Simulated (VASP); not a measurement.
# SiC in VASP: settings compared, part 2 of 2

VASP 6.6.1. Earlier steps stand in the parts before.

## 5. Single point, r2SCAN (shear xy strain -5.9%)

File POSCAR:

```
SiC
1.0
   -0.0643614469      2.1780523476      2.1780523476
    2.1780523476     -0.0643614469      2.1780523476
    2.1136909008      2.1136909008      0.0000000000
Si C
1 1
Direct
   -0.0026324201     -0.0026324201      0.0026324201
    0.2526324201      0.2526324201      0.2473675799
```

File INCAR.step1:

```
SYSTEM = SiC
ALGO = Normal
EDIFF = 1E-4
ENCUT = 520
GGA = PE
ISMEAR = 0
LASPH = .TRUE.
LCHARG = .FALSE.
LREAL = .FALSE.
LWAVE = .TRUE.
NBANDS = 11
NELM = 100
PREC = Accurate
SIGMA = 0.01
```

File INCAR.step2:

```
SYSTEM = SiC
ALGO = Normal
EDIFF = 1E-6
ENCUT = 520
ISIF = 2
ISMEAR = 0
ISTART = 1
LASPH = .TRUE.
LCHARG = .TRUE.
LELF = .TRUE.
LMIXTAU = .TRUE.
LREAL = .FALSE.
LVHAR = .TRUE.
LWAVE = .FALSE.
METAGGA = R2SCAN
NBANDS = 11
NELM = 100
PREC = Accurate
SIGMA = 0.01
```

File KPOINTS:

```
k-points
0
G
  10 10 10
  0 0 0
```

On the command line:

```bash
$ cat potpaw_PBE.64/Si/POTCAR potpaw_PBE.64/C/POTCAR > POTCAR
$ cp INCAR.step1 INCAR
$ mpirun -np 1 vasp_std > vasp.out
$ cp INCAR.step2 INCAR
$ mpirun -np 1 vasp_std > vasp.out
```

It took 88 s on 1 thread of AMD EPYC 9R14 (Zen 4), shared host; peak memory 0.13 GiB.

The run converged. Its results:

| Quantity | Value |
| --- | --- |
| Free energy | -19.2677 eV |
| Pressure | 0.4 GPa |
| Band gap on the k mesh | 1.24 eV, indirect (least direct gap 4.33 eV) |

Stress tensor (GPa, compression positive):
```
 0.71 15.56  0.00
15.56  0.71  0.00
 0.00  0.00 -0.16
```

Levels at points of the mesh, in eV from the valence-band top:
| k point | band 2 | band 3 | band 4 | band 5 | band 6 | band 7 |
| --- | --- | --- | --- | --- | --- | --- |
| (0.00, 0.00, 0.00) | -0.58 | -0.34 | 0.00 | 5.95 | 6.91 | 8.19 |
| (0.50, 0.00, 0.00) | -9.24 | -1.32 | -1.09 | 6.07 | 7.53 | 8.01 |
| (0.50, 0.50, 0.00) | -8.37 | -4.16 | -3.09 | 1.24 | 4.74 | 14.77 |
| (0.00, 0.00, 0.50) | -9.04 | -1.68 | -1.53 | 5.22 | 6.96 | 7.41 |
| (0.50, 0.00, 0.50) | -8.35 | -3.64 | -3.64 | 1.40 | 4.53 | 14.33 |

Caveat: the cell differs from its parent crystal (shear xy strain -5.9%); the PAW data sets were made with another functional, which shifts forces and pressure a little. A k mesh can miss the band edges.

## 6. Single point, HSE06 (biaxial xy strain -3.2%)

File POSCAR:

```
SiC
1.0
    0.0000000000      2.1092258935      2.1780523476
    2.1092258935      0.0000000000      2.1780523476
    2.1092258935      2.1092258935      0.0000000000
Si C
1 1
Direct
    0.0000000000      0.0000000000      0.0000000000
    0.2500000000      0.2500000000      0.2500000000
```

File INCAR.step1:

```
ALGO     = Normal         # electronic algorithm
EDIFF    = 1E-5           # SCF threshold, eV
ENCUT    = 520            # plane-wave cutoff, eV
GGA      = PE             # functional
ISIF     = 2              # what is computed and relaxed
ISMEAR   = 0              # smearing method
LASPH    = T              # aspherical terms in the spheres
LCHARG   = F              # write CHGCAR
LREAL    = F              # projectors in reciprocal space
LWAVE    = T              # write WAVECAR
NBANDS   = 11             # bands
NELM     = 100            # most SCF steps
PREC     = Accurate       # precision mode
SIGMA    = 0.01           # smearing width, eV
```

File INCAR.step2:

```
ALGO     = Normal         # electronic algorithm
EDIFF    = 1E-6           # SCF threshold, eV
ENCUT    = 520            # plane-wave cutoff, eV
GGA      = PE             # functional
HFSCREEN = 0.2079         # screening, 1/A
ISIF     = 2              # what is computed and relaxed
ISMEAR   = 0              # smearing method
ISTART   = 1            
LASPH    = T              # aspherical terms in the spheres
LCHARG   = F              # write CHGCAR
LHFCALC  = T              # exact exchange
LREAL    = F              # projectors in reciprocal space
LWAVE    = F              # write WAVECAR
NBANDS   = 11             # bands
NELM     = 100            # most SCF steps
PREC     = Accurate       # precision mode
PRECFOCK = Normal       
SIGMA    = 0.01           # smearing width, eV
```

File KPOINTS:

```
k-points
0
Gamma
  8 8 8
```

Potentials or basis: VASP PAW PBE potentials, release 64 (Si, C).

On the command line:

```bash
$ cat potpaw_PBE.64/Si/POTCAR potpaw_PBE.64/C/POTCAR > POTCAR
$ cp INCAR.step1 INCAR
$ mpirun -np 1 vasp_std > vasp.out
$ cp INCAR.step2 INCAR
$ mpirun -np 1 vasp_std > vasp.out
```

OUTCAR:

```text
EDIFF = 1E-6
   ENCUT = 520
   GGA = PE
   HFSCREEN = 0.2079
   ISIF = 2
   ISMEAR = 0
   ISTART = 1
   LASPH = T
   LHFCALC = T
   LREAL = F
   NELM = 100
   PREC = Accurate
   PRECFOCK = Normal

 ion  position               nearest neighbor table
   1  0.000  0.000  0.000-   2 1.85   2 1.85   2 1.85   2 1.85
   2  0.250  0.250  0.250-   1 1.85   1 1.85   1 1.85   1 1.85

  LATTYP: Found a body centered tetragonal cell.
 ALAT       =     2.9828958647
[... 524 lines left out ...]
      4       6.6622      2.00000
      5      15.0430      0.00000
      6      17.6714      0.00000
      7      18.8314      0.00000
      8      19.6474      0.00000
      9      23.5229      0.00000
     10      26.7844      0.00000
     11      27.6767      0.00000

 [... further k-points ...]
[... 5 lines left out ...]
  --------------------------------------------------------------------------------------
  -------------------------------------------------------------------------------------
  Total        2.1853423      2.1853423      1.0227554      0.0000000      0.0000000      0.0000000
  in kB      180.6697964    180.6697964     84.5547261      0.0000000      0.0000000      0.0000000
  external PRESSURE =     148.6314396 kB  Pullay stress =       0.0000000 kB

 VOLUME and BASIS-vectors are now :
 -----------------------------------------------------------------------------
  energy-cutoff  :      520.00
  volume of cell :       19.38
      direct lattice vectors                 reciprocal lattice vectors
     0.000000000  2.109225894  2.178052348    -0.237053794  0.237053794  0.229562894
     2.109225894  0.000000000  2.178052348     0.237053794 -0.237053794  0.229562894
     2.109225894  2.109225894  0.000000000     0.237053794  0.237053794 -0.229562894

 POSITION                                       TOTAL-FORCE (eV/Angst)
 -----------------------------------------------------------------------------------
      0.00000      0.00000      0.00000        -0.000000     -0.000000      0.000000
      1.05461      1.05461      1.08903         0.000000      0.000000     -0.000000
 -----------------------------------------------------------------------------------
    total drift:                                0.000000      0.000000     -0.000000

  FREE ENERGIE OF THE ION-ELECTRON SYSTEM (eV)
  ---------------------------------------------------
  free  energy   TOTEN  =       -17.3601973938 eV

  energy  without entropy=      -17.3601973938  energy(sigma->0) =      -17.36019739
```

OUTCAR.step1:

```text
EDIFF = 1E-5
   ENCUT = 520
   GGA = PE
   ISIF = 2
   ISMEAR = 0
[... 558 lines left out ...]
 -----------------------------------------------------------------------------------
      0.00000      0.00000      0.00000         0.000000      0.000000      0.000000
      1.05461      1.05461      1.08903         0.000000      0.000000     -0.000000
 -----------------------------------------------------------------------------------
    total drift:                               -0.000000     -0.000000      0.000000

  FREE ENERGIE OF THE ION-ELECTRON SYSTEM (eV)
  ---------------------------------------------------
  free  energy   TOTEN  =       -14.9537697216 eV

  energy  without entropy=      -14.9537697216  energy(sigma->0) =      -14.95376972
```

OSZICAR.step1:

```text
N       E                     dE             d eps       ncg     rms          rms(c)
DAV:   1     0.355608218412E+01    0.35561E+01   -0.40251E+03  1381   0.617E+02
DAV:   2    -0.164363416828E+02   -0.19992E+02   -0.19001E+02  1657   0.114E+02
DAV:   3    -0.169979005453E+02   -0.56156E+00   -0.56048E+00  1597   0.153E+01
DAV:   4    -0.169998564154E+02   -0.19559E-02   -0.19557E-02  1504   0.115E+00
DAV:   5    -0.169998644079E+02   -0.79925E-05   -0.79925E-05  1582   0.679E-02    0.952E+00
DAV:   6    -0.150340788299E+02    0.19658E+01   -0.65954E+00  1454   0.118E+01    0.428E+00
DAV:   7    -0.149617889323E+02    0.72290E-01   -0.47065E-01  1556   0.388E+00    0.191E+00
DAV:   8    -0.149535517866E+02    0.82371E-02   -0.21068E-02  1469   0.971E-01    0.169E-01
DAV:   9    -0.149536697504E+02   -0.11796E-03   -0.14338E-03  1657   0.223E-01    0.115E-01
DAV:  10    -0.149537680160E+02   -0.98266E-04   -0.19795E-04  1445   0.880E-02    0.256E-02
DAV:  11    -0.149537697216E+02   -0.17056E-05   -0.32392E-05  1547   0.306E-02
   1 F= -.14953770E+02 E0= -.14953770E+02  d E =-.161246E-73
```

Wall time 55 min (1 thread of AMD EPYC 9R45 (Zen 5), shared host); peak memory 0.23 GiB.

What came out:

- Free energy: -17.3602 eV
- Pressure: 14.9 GPa
- Band gap on the k mesh: 2.01 eV, indirect (least direct gap 5.78 eV)

Stress tensor (GPa, compression positive):
```
18.07  0.00  0.00
 0.00 18.07  0.00
 0.00  0.00  8.46
```

Caveat: the cell differs from its parent crystal (biaxial xy strain -3.2%); the PAW data sets were made with another functional, which shifts forces and pressure a little. A k mesh can miss the band edges.

## 7. The runs side by side

| level | cell | k mesh | smearing | grid for exact exchange (PRECFOCK) | screening parameter | gap on the mesh (eV) | pressure (GPa) |
| --- | --- | --- | --- | --- | --- | --- | --- |
| PBE | a = 3.032, b = 3.032, c = 2.983 Å, angles 60.5, 60.5, 58.9°, 2 atoms | 10 × 10 × 10 | fermi-dirac 0.02 eV | - | - | 1.12 | 19.8 |
| r2SCAN | a = 3.032, b = 3.032, c = 2.983 Å, angles 60.5, 60.5, 58.9°, 2 atoms | 10 × 10 × 10 | gaussian 0.01 eV | - | - | 1.50 | 16.2 |
| PBE | a = 3.081, b = 3.081, c = 2.989 Å, angles 61.0, 61.0, 61.9°, 2 atoms | 10 × 10 × 10 | fermi-dirac 0.02 eV | - | - | 0.89 | 4.0 |
| r2SCAN | a = 3.081, b = 3.081, c = 2.989 Å, angles 61.0, 61.0, 61.9°, 2 atoms | 10 × 10 × 10 | gaussian 0.01 eV | - | - | 1.24 | 0.4 |
| HSE06 | a = 3.032, b = 3.032, c = 2.983 Å, angles 60.5, 60.5, 58.9°, 2 atoms | 8 × 8 × 8 | gaussian 0.01 eV | Normal | 0.2079 1/Å | 2.01 | 14.9 |

Alike in all rows: task single point; potentials or basis VASP PAW PBE potentials, release 64 (Si, C); no spin polarisation; cutoff (eV) 520.

Caveats: the PAW data sets were made with another functional, which shifts forces and pressure a little (some runs).

Total energies depend on the potentials used, so only differences within one code and one set of settings carry meaning.
